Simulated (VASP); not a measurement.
A run of VASP 6.6.1:

INCAR

```
ALGO = Normal
EDIFF = 1E-6
ENCUT = 520
GGA = PS
ISIF = 2
ISMEAR = 0
LASPH = True
LCHARG = False
LREAL = False
LWAVE = False
NBANDS = 11
NELM = 100
PREC = Accurate
SIGMA = 0.01
```

The input KPOINTS:

```
k-points
0
Gamma
  8 8 8
```

File POSCAR:

```
BeTe
1.0
    2.7740587280      2.7740587280      0.0000000000
   -2.7740587280      2.7740587280      0.0000000000
    0.0000000000      2.7740587280      2.7740587280
Be Te
1 1
Direct
    0.0000000000      0.0000000000      0.0000000000
    0.7500000000      0.2500000000      0.5000000000
```

Potentials or basis: VASP PAW PBE potentials, release 64 (Be, Te).

Run with:

```bash
$ cat potpaw_PBE.64/Be/POTCAR potpaw_PBE.64/Te/POTCAR > POTCAR
$ mpirun -np 1 vasp_std > vasp.out
```

Hardware: 1 thread of Intel Xeon 8259CL, with other jobs on the host.

Q: How long does it take, and how much memory?

A: It took 24 s on 1 thread of Intel Xeon 8259CL (shared host), peak memory 0.17 GiB. Counts: scf iterations 11, k points 29.
